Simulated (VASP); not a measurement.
# Sr3Zn2H (P6/mmm) in VASP: further runs

Sr3Zn2H is run at these levels: PBE; tasks: single point.

Everything below comes from runs of VASP 6.6.1. Logs are shortened: lines on timing, memory, paths and dates and some standing lists are left out, and cuts for length are marked.

## (1) The cell of the first run

The structure is hexagonal, space group P6/mmm (No. 191). Conventional cell: a = 5.708 Å, b = 5.708 Å, c = 6.186 Å, α = 90.00°, β = 90.00°, γ = 120.00°. Within 4.1 Å of Sr (site symmetry -6m2) lie 2 Zn at 3.09 Å and 3 Sr at 3.30 Å and 3 H at 3.30 Å. Sr (site symmetry 6/mmm) has 2 H at 3.09 Å and 6 Zn at 3.30 Å within 4.1 Å. Within 4.1 Å of Zn (site symmetry -6m2) lie 5 Sr at 3.09 to 3.30 Å and 3 Zn at 3.30 Å. Within 4.1 Å of H (site symmetry 6/mmm) lie 8 Sr at 3.09 to 3.30 Å.

## (2) Single point, PBE

Contents of INCAR:

```
SYSTEM = Sr3Zn2H
  ALGO = Normal
  EDIFF = 1E-7
  ENCUT = 520
  GGA = PE
  ISIF = 2
  ISMEAR = 0
  LASPH = .TRUE.
  LCHARG = .FALSE.
  LREAL = .FALSE.
  LWAVE = .FALSE.
  NBANDS = 36
  NELM = 80
  PREC = Accurate
  SIGMA = 0.1
```

Contents of KPOINTS:

```
k-points
0
G
  6 6 4
  0 0 0
```

Contents of POSCAR:

```
Sr3Zn2H
1.0
    5.7078274768     -0.0000000033      0.0000000000
   -2.8539137356      4.9431235970      0.0000000000
    0.0000000000      0.0000000000      6.1856354896
Sr Zn H
3 2 1
Direct
    0.3333333333      0.6666666667      0.5000000000
    0.6666666667      0.3333333333      0.5000000000
    0.0000000000      0.0000000000      0.0000000000
    0.3333333333      0.6666666667      0.0000000000
    0.6666666667      0.3333333333      0.0000000000
    0.0000000000      0.0000000000      0.5000000000
```

Potentials or basis: VASP PAW PBE potentials, release 64 (Sr_sv, Zn, H).

The run is started by

```sh
$ cat potpaw_PBE.64/Sr_sv/POTCAR potpaw_PBE.64/Zn/POTCAR potpaw_PBE.64/H/POTCAR > POTCAR
$ mpirun -np 1 vasp_std > vasp.out
```

OUTCAR:

```text
SYSTEM = Sr3Zn2H
   EDIFF = 1E-7
   ENCUT = 520
   GGA = PE
   ISIF = 2
   ISMEAR = 0
   LASPH = .TRUE.
   LREAL = .FALSE.
   NELM = 80
   PREC = Accurate

 ion  position               nearest neighbor table
   1  0.333  0.667  0.500-   4 3.09   4 3.09   2 3.30   2 3.30   2 3.30   3 4.52   3 4.52   3 4.52
                             3 4.52   3 4.52   3 4.52
   2  0.667  0.333  0.500-   5 3.09   5 3.09   1 3.30   1 3.30   1 3.30   3 4.52   3 4.52   3 4.52
                             3 4.52   3 4.52   3 4.52
   3  0.000  0.000  0.000-   4 3.30   5 3.30   5 3.30   4 3.30   5 3.30   4 3.30   1 4.52   2 4.52
                             1 4.52   2 4.52   2 4.52   1 4.52   2 4.52   1 4.52   2 4.52   1 4.52
   4  0.333  0.667  0.000-   1 3.09   1 3.09   3 3.30   3 3.30   3 3.30
   5  0.667  0.333  0.000-   2 3.09   2 3.09   3 3.30   3 3.30   3 3.30
   6  0.000  0.000  0.500-

  LATTYP: Found a hexagonal cell.
 ALAT       =     5.7078274768
 C/A-ratio  =     1.0837110117

  Lattice vectors:

 A1 = (   5.7078274768,  -0.0000000033,   0.0000000000)
 A2 = (  -2.8539137356,   4.9431235970,   0.0000000000)
 A3 = (   0.0000000000,   0.0000000000,   6.1856354896)

Analysis of symmetry for initial positions (statically):
=====================================================================
 Subroutine PRICEL returns:
 Original cell was already a primitive cell.

 Routine SETGRP: Setting up the symmetry group for a
 hexagonal supercell.

 Subroutine GETGRP returns: Found 24 space group operations
 (whereof 24 operations were pure point group operations)
 out of a pool of 24 trial point group operations.

The static configuration has the point symmetry D_6h.

Analysis of symmetry for dynamics (positions and initial velocities):
=====================================================================
 Subroutine PRICEL returns:
 Original cell was already a primitive cell.

 Routine SETGRP: Setting up the symmetry group for a
 hexagonal supercell.

 Subroutine GETGRP returns: Found 24 space group operations
 (whereof 24 operations were pure point group operations)
 out of a pool of 24 trial point group operations.

The dynamic configuration has the point symmetry D_6h.

 Subroutine INISYM returns: Found 24 space group operations
 (whereof 24 operations are pure point group operations),
 and found     1 'primitive' translations

----------------------------------------------------------------------------------------

                                     Primitive cell

  volume of cell :     174.5246

  direct lattice vectors                    reciprocal lattice vectors
     5.707827477 -0.000000003  0.000000000     0.175198007  0.101150617  0.000000000
    -2.853913736  4.943123597  0.000000000     0.000000000  0.202301233  0.000000000
     0.000000000  0.000000000  6.185635490     0.000000000  0.000000000  0.161664877

  length of vectors
     5.707827477  5.707827477  6.185635490     0.202301233  0.202301233  0.161664877

  position of ions in fractional coordinates (direct lattice)
     0.333333333  0.666666667  0.500000000
     0.666666667  0.333333333  0.500000000
     0.000000000  0.000000000  0.000000000
     0.333333333  0.666666667  0.000000000
     0.666666667  0.333333333  0.000000000
     0.000000000  0.000000000  0.500000000

  ion indices of the primitive-cell ions
   primitive index   ion index
                 1           1
                 2           2
                 3           3
                 4           4
                 5           5
                 6           6

----------------------------------------------------------------------------------------

 KPOINTS: k-points

Automatic generation of k-mesh.
 Grid dimensions read from file:
 generate k-points for:    6    6    4

 Generating k-lattice:

  Cartesian coordinates                     Fractional coordinates (reciprocal lattice)
     0.029199668  0.016858436  0.000000000     0.166666667 -0.000000000  0.000000000
     0.000000000  0.033716872  0.000000000    -0.000000000  0.166666667  0.000000000
     0.000000000  0.000000000  0.040416219     0.000000000  0.000000000  0.250000000

  Length of vectors
     0.033716872  0.033716872  0.040416219

  Shift w.r.t. Gamma in fractional coordinates (k-lattice)
     0.000000000  0.000000000  0.000000000

 Subroutine IBZKPT returns following result:
 ===========================================

 Found     21 irreducible k-points:

 Following reciprocal coordinates:
            Coordinates               Weight
  0.000000  0.000000  0.000000      1.000000
  0.166667  0.000000  0.000000      6.000000
  0.333333  0.000000  0.000000      6.000000
  0.500000  0.000000  0.000000      3.000000
  0.166667  0.166667  0.000000      6.000000
  0.333333  0.166667  0.000000     12.000000
[... 13 lines left out ...]
  0.333333  0.166667  0.500000     12.000000
  0.333333  0.333333  0.500000      2.000000
   k-points           NKPTS =     21   k-points in BZ     NKDIM =     21   number of bands    NBANDS=     36
   number of dos      NEDOS =    301   number of ions     NIONS =      6
   total plane-waves  NPLWV =  84672
   dimension x,y,z NGX =    42 NGY =   42 NGZ =   48
   dimension x,y,z NGXF=    84 NGYF=   84 NGZF=   96
   ions per type =               3   2   1
   NGX,Y,Z   is equivalent  to a cutoff of  12.23, 12.23, 12.90 a.u.
   NGXF,Y,Z  is equivalent  to a cutoff of  24.47, 24.47, 25.80 a.u.
 SYSTEM =  Sr3Zn2H
   PREC   = accura    normal or accurate (medium, high low for compatibility)
   ISTART =      0    job   : 0-new  1-cont  2-samecut
   ICHARG =      2    charge: 1-file 2-atom 10-const
   ISPIN  =      1    spin polarized calculation?
   LNONCOLLINEAR =      F non collinear calculations
   LSORBIT =      F    spin-orbit coupling
   LASPH  =      T    aspherical Exc in radial PAW
   ENCUT  =  520.0 eV  38.22 Ry    6.18 a.u.  10.61 10.61 11.50*2*pi/ulx,y,z
   NELM   =     80;   NELMIN=  2; NELMDL= -5     # of ELM steps
   EDIFF  = 0.1E-06   stopping-criterion for ELM
   LREAL  =      F    real-space projection
   EDIFFG = 0.1E-05   stopping-criterion for IOM
   NSW    =      0    number of steps for IOM
   IBRION =     -1    ionic relax: 0-MD 1-quasi-New 2-CG
   NFREE  =      0    steps in history (QN), initial steepest desc. (CG)
   ISIF   =      2    stress and relaxation
   ISYM   =      2    0-nonsym 1-usesym 2-fastsym
   POTIM  = 0.5000    time-step for ionic-motion
   TEBEG  =    0.0;   TEEND  =   0.0 temperature during run
   PSTRESS=    0.0 pullay stress
   NELECT =      55.0000    total number of electrons
   NUPDOWN=      -1.0000    fix difference up-down
   EMIN   =  10.00;   EMAX   =-10.00  energy-range for DOS
   EFERMI =   0.00;   METHOD = LEGACY
   ISMEAR =     0;   SIGMA  =   0.10  broadening in eV -4-tet -1-fermi 0-gaus
   EFERMI_NEDOS =   21; number of points for ismear=-14 and -15
   IALGO  =     38    algorithm
   IMIX   =      4    mixing-type and parameters
     AMIX     =   0.40;   BMIX     =  1.00
     AMIX_MAG =   1.60;   BMIX_MAG =  1.00
  volume/ion in A,a.u.               =      29.09       196.29
  Fermi-wavevector in a.u.,A,eV,Ry     =   1.114064  2.105276 16.886719  1.241139
  Thomas-Fermi vector in A             =   2.250655
   LORBIT       =      0    0 simple, 1 ext, 2 COOP (PROOUT), +10 PAW based schemes
   GGA     = PE    functional components
   LHFCALC =     F    Hartree Fock is set to
   AEXX    =    0.0000 exact exchange contribution
   IVDW    =     0    specifies the selected vdW correction
   LEPSILON=     F    determine dielectric tensor
   LRPA    =     F    only Hartree local field effects (RPA)
 non-spin polarized calculation
 Gauss-broadening in eV      SIGMA  =   0.10
  energy-cutoff  :      520.00
  volume of cell :      174.52
 maximum number of plane-waves:      4739
   NGX = 21   NGY = 21   NGZ = 23

 number of electron      55.0000003 magnetization

 Free energy of the ion-electron system (eV)
  ---------------------------------------------------
  ext. energy  EPLUGINS =         0.00000000
  ---------------------------------------------------
  free energy    TOTEN  =        -9.53376881 eV

  energy without entropy =       -9.51099704  energy(sigma->0) =       -9.52238293

 E-fermi :   2.1155     XC(G=0):  -8.5658

 val. band max:        2.1131140299   @ k =   0.1667   0.1667   0.0000
 cond. band min:       2.1296427878   @ k =   0.3333   0.0000   0.2500
 fundamental gap:      0.0165287579
 Fermi energy:         2.1154789430

 k-point     1 :       0.0000    0.0000    0.0000
  band No.  band energies     occupation
      1     -34.7286      2.00000
      2     -34.5637      2.00000
      3     -33.8067      2.00000
      4     -17.1250      2.00000
      5     -17.1250      2.00000
      6     -16.6119      2.00000
[... 28 lines left out ...]
     35       4.2196      0.00000
     36       4.6409      0.00000

 k-point     2 :       0.1667    0.0000    0.0000
  band No.  band energies     occupation
      1     -34.7191      2.00000
      2     -34.5736      2.00000
      3     -33.8067      2.00000
      4     -17.1410      2.00000
      5     -17.0944      2.00000
      6     -16.5994      2.00000
[... 28 lines left out ...]
     35       4.6326      0.00000
     36       4.7118      0.00000

 k-point     3 :       0.3333    0.0000    0.0000
  band No.  band energies     occupation
      1     -34.6943      2.00000
      2     -34.5991      2.00000
      3     -33.8066      2.00000
      4     -17.1708      2.00000
      5     -17.0205      2.00000
      6     -16.5684      2.00000
[... 28 lines left out ...]
     35       5.2349      0.00000
     36       5.3190      0.00000
[... 625 lines left out ...]
 k-point    20 :       0.3333    0.1667    0.5000
  band No.  band energies     occupation
      1     -34.6742      2.00000
      2     -34.6193      2.00000
      3     -33.8065      2.00000
      4     -17.1991      2.00000
      5     -16.9368      2.00000
      6     -16.6547      2.00000
[... 28 lines left out ...]
     35       4.4248      0.00000
     36       5.2996      0.00000

 k-point    21 :       0.3333    0.3333    0.5000
  band No.  band energies     occupation
      1     -34.6469      2.00000
      2     -34.6469      2.00000
      3     -33.8065      2.00000
      4     -17.2181      2.00000
      5     -16.7959      2.00000
      6     -16.7959      2.00000
[... 28 lines left out ...]
     35       4.3903      0.00000
     36       4.3903      0.00000

------------------------ aborting loop because EDIFF is reached ----------------------------------------

  FORCE on cell =-STRESS in cart. coord.  units (eV):
  Direction    XX          YY          ZZ          XY          YZ          ZX
  --------------------------------------------------------------------------------------
  -------------------------------------------------------------------------------------
  Total        0.1753935      0.1753935      0.0755119     -0.0000000     -0.0000000     -0.0000000
  in kB        1.6101543      1.6101543      0.6932174     -0.0000000     -0.0000000     -0.0000000
  external PRESSURE =       1.3045087 kB  Pullay stress =       0.0000000 kB

 VOLUME and BASIS-vectors are now :
 -----------------------------------------------------------------------------
  energy-cutoff  :      520.00
  volume of cell :      174.52
      direct lattice vectors                 reciprocal lattice vectors
     5.707827477 -0.000000003  0.000000000     0.175198007  0.101150617  0.000000000
    -2.853913736  4.943123597  0.000000000     0.000000000  0.202301233  0.000000000
     0.000000000  0.000000000  6.185635490     0.000000000  0.000000000  0.161664877

 POSITION                                       TOTAL-FORCE (eV/Angst)
 -----------------------------------------------------------------------------------
      0.00000      3.29542      3.09282         0.000000     -0.000000     -0.000000
      2.85391      1.64771      3.09282        -0.000000      0.000000      0.000000
      0.00000      0.00000      0.00000         0.000000     -0.000000     -0.000000
      0.00000      3.29542      0.00000         0.000000     -0.000000     -0.000000
      2.85391      1.64771      0.00000        -0.000000      0.000000     -0.000000
      0.00000      0.00000      3.09282         0.000000     -0.000000     -0.000000
 -----------------------------------------------------------------------------------
    total drift:                               -0.000000      0.000000      0.000000

  FREE ENERGIE OF THE ION-ELECTRON SYSTEM (eV)
  ---------------------------------------------------
  free  energy   TOTEN  =        -9.5337688091 eV

  energy  without entropy=       -9.5109970414  energy(sigma->0) =       -9.52238293
```

Run time: 3.3 min. Hardware: 1 thread of Oxide Virtual Turin-like, shared host; peak memory 0.31 GiB.

Results:

```
Free energy : -9.5338 eV
Pressure    : 0.1 GPa
```

## (3) Single point, PBE

This run uses another cell than the first one, of 20.38 Å³/atom, 0.701 times its volume.

Contents of INCAR:

```
  PREC = Accurate
  ENCUT = 520
  EDIFF = 1E-6
  ISMEAR = 0
  SIGMA = 0.1
  LREAL = F
  LASPH = T
  NELM = 100
  ALGO = Normal
  ISIF = 2
  LWAVE = F
  LCHARG = F
  GGA = PE
  NBANDS = 36
```

Contents of KPOINTS:

```
Automatic mesh
0
Gamma
  6 6 4
```

Contents of POSCAR:

```
Sr3Zn2H
1.0
    5.0346583500      0.0000000000      0.0000000000
   -2.5173291700      4.3601420300      0.0000000000
    0.0000000000      0.0000000000      5.5702993700
Sr Zn H
3 2 1
Direct
    0.3333333300      0.6666666700      0.5000000000
    0.6666666700      0.3333333300      0.5000000000
    0.0000000000      0.0000000000      0.0000000000
    0.3333333300      0.6666666700      0.0000000000
    0.6666666700      0.3333333300      0.0000000000
    0.0000000000      0.0000000000      0.5000000000
```

Potentials or basis: VASP PAW PBE potentials, release 64 (Sr_sv, Zn, H).

The run is started by

```sh
$ cat potpaw_PBE.64/Sr_sv/POTCAR potpaw_PBE.64/Zn/POTCAR potpaw_PBE.64/H/POTCAR > POTCAR
$ mpirun -np 1 vasp_std > vasp.out
```

OUTCAR:

```text
PREC = Accurate
   ENCUT = 520
   EDIFF = 1E-6
   ISMEAR = 0
   LREAL = F
   LASPH = T
   NELM = 100
   ISIF = 2
   GGA = PE

 ion  position               nearest neighbor table
   1  0.333  0.667  0.500-   4 2.79   4 2.79   6 2.91   2 2.91   2 2.91   6 2.91   6 2.91   2 2.91
                             3 4.03   3 4.03   5 4.03   5 4.03   5 4.03   5 4.03   3 4.03   3 4.03
   2  0.667  0.333  0.500-   5 2.79   5 2.79   6 2.91   1 2.91   1 2.91   6 2.91   6 2.91   1 2.91
                             3 4.03   3 4.03   4 4.03   4 4.03   4 4.03   4 4.03   3 4.03   3 4.03
   3  0.000  0.000  0.000-   6 2.79   6 2.79   4 2.91   5 2.91   4 2.91   5 2.91   5 2.91   4 2.91
                             2 4.03   2 4.03   1 4.03   1 4.03   2 4.03   1 4.03   2 4.03   1 4.03
   4  0.333  0.667  0.000-   1 2.79   1 2.79   3 2.91   5 2.91   5 2.91   3 2.91   3 2.91   5 2.91
                             2 4.03   2 4.03   2 4.03   2 4.03   2 4.03   2 4.03
   5  0.667  0.333  0.000-   2 2.79   2 2.79   3 2.91   4 2.91   4 2.91   3 2.91   3 2.91   4 2.91
                             1 4.03   1 4.03   1 4.03   1 4.03   1 4.03   1 4.03
   6  0.000  0.000  0.500-   3 2.79   3 2.79   1 2.91   2 2.91   1 2.91   2 2.91   2 2.91   1 2.91

  LATTYP: Found a hexagonal cell.
 ALAT       =     5.0346583500
 C/A-ratio  =     1.1063907385

  Lattice vectors:

 A1 = (   5.0346583500,   0.0000000000,   0.0000000000)
 A2 = (  -2.5173291700,   4.3601420300,   0.0000000000)
 A3 = (   0.0000000000,   0.0000000000,   5.5702993700)

Analysis of symmetry for initial positions (statically):
=====================================================================
 Subroutine PRICEL returns:
 Original cell was already a primitive cell.

 Routine SETGRP: Setting up the symmetry group for a
 hexagonal supercell.

 Subroutine GETGRP returns: Found 24 space group operations
 (whereof 24 operations were pure point group operations)
 out of a pool of 24 trial point group operations.

The static configuration has the point symmetry D_6h.

Analysis of symmetry for dynamics (positions and initial velocities):
=====================================================================
 Subroutine PRICEL returns:
 Original cell was already a primitive cell.

[... 137 lines left out ...]
   LHFCALC =     F    Hartree Fock is set to
   AEXX    =    0.0000 exact exchange contribution
   IVDW    =     0    specifies the selected vdW correction
   LEPSILON=     F    determine dielectric tensor
   LRPA    =     F    only Hartree local field effects (RPA)
 non-spin polarized calculation
 Gauss-broadening in eV      SIGMA  =   0.10
  energy-cutoff  :      520.00
  volume of cell :      122.28
 maximum number of plane-waves:      3344
 NGX is ok and might be reduce to    40
   NGX = 19   NGY = 19   NGZ = 21

 number of electron      55.0000020 magnetization

 Free energy of the ion-electron system (eV)
  ---------------------------------------------------
  ext. energy  EPLUGINS =         0.00000000
  ---------------------------------------------------
  free energy    TOTEN  =        -7.70547307 eV

  energy without entropy =       -7.67601149  energy(sigma->0) =       -7.69074228

 E-fermi :   3.8969     XC(G=0): -10.0070

 val. band max:        3.8936575867   @ k =   0.5000   0.0000   0.5000
 cond. band min:       3.9247389983   @ k =   0.1667   0.0000   0.0000
 fundamental gap:      0.0310814116
 Fermi energy:         3.8969476426

 k-point     1 :       0.0000    0.0000    0.0000
  band No.  band energies     occupation
      1     -32.8767      2.00000
      2     -32.2960      2.00000
      3     -31.0769      2.00000
      4     -15.7012      2.00000
      5     -15.7012      2.00000
      6     -14.8160      2.00000
[... 808 lines left out ...]
     35       6.5342      0.00000
     36       6.5342      0.00000

------------------------ aborting loop because EDIFF is reached ----------------------------------------

  FORCE on cell =-STRESS in cart. coord.  units (eV):
  Direction    XX          YY          ZZ          XY          YZ          ZX
  --------------------------------------------------------------------------------------
  -------------------------------------------------------------------------------------
  Total       10.2834912     10.2834912     13.4430739      0.0000000     -0.0000000     -0.0000000
  in kB      134.7416890    134.7416890    176.1408110      0.0000002     -0.0000000     -0.0000000
  external PRESSURE =     148.5413963 kB  Pullay stress =       0.0000000 kB

 VOLUME and BASIS-vectors are now :
 -----------------------------------------------------------------------------
  energy-cutoff  :      520.00
  volume of cell :      122.28
      direct lattice vectors                 reciprocal lattice vectors
     5.034658350  0.000000000  0.000000000     0.198623209  0.114675163  0.000000000
    -2.517329170  4.360142030  0.000000000     0.000000000  0.229350327  0.000000000
     0.000000000  0.000000000  5.570299370     0.000000000  0.000000000  0.179523565

 POSITION                                       TOTAL-FORCE (eV/Angst)
 -----------------------------------------------------------------------------------
     -0.00000      2.90676      2.78515        -0.000000      0.000000      0.000000
      2.51733      1.45338      2.78515         0.000000     -0.000000      0.000000
      0.00000      0.00000      0.00000         0.000000      0.000000      0.000000
     -0.00000      2.90676      0.00000        -0.000000      0.000000      0.000000
      2.51733      1.45338      0.00000         0.000000      0.000000     -0.000000
      0.00000      0.00000      2.78515         0.000000      0.000000      0.000000
 -----------------------------------------------------------------------------------
    total drift:                                0.000000     -0.000000     -0.000000

  FREE ENERGIE OF THE ION-ELECTRON SYSTEM (eV)
  ---------------------------------------------------
  free  energy   TOTEN  =        -7.7054730724 eV

  energy  without entropy=       -7.6760114899  energy(sigma->0) =       -7.69074228
```

Wall time 3.3 min (1 thread of Oxide Virtual Turin-like, shared host); peak memory 0.25 GiB.

What came out:

* Free energy: -7.7055 eV
* Pressure: 14.9 GPa
